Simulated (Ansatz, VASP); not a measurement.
# Two plane-wave programs on Si2C

```
CELL_PARAMETERS angstrom
2.96699 0.00000 0.00000
-1.48349 2.56949 0.00000
0.00000 0.00000 4.24455
ATOMIC_POSITIONS crystal
Si 0.66667 0.33333 0.77524
Si 0.33333 0.66667 0.22476
C 0.00000 0.00000 0.50000
```

Alike in both runs: functional PBE; k mesh 6 × 6 × 4; occupations gaussian, width 0.1 eV; no spin polarisation.

Ansatz relaxed the structure, and its values are those at the end. VASP's run is a single point on that final structure, the one shown.

|  | VASP | Ansatz |
| --- | --- | --- |
| version | VASP 6.6.1 | Ansatz 0.2.0 |
| potentials or method | VASP PAW PBE potentials, release 64 (Si, C), cutoff 520 eV | scalar-relativistic, plane waves, PAW |
| valence electrons in the cell | 12 | 12 |

```csv
,VASP,Ansatz,Ansatz less VASP
gap on the k mesh at the Fermi level (eV),none,none,-
pressure (GPa),0.1,0.1,-0.04
rms of the force components (eV/Å),0.016,0.017,+0.0009
```

A gap of «none» marks a metal or a gap that the smearing closes. With one functional, cell and mesh, what is left measures potentials, basis and numerics.

The k mesh is coarse, so the values compare programs but aren't converged.
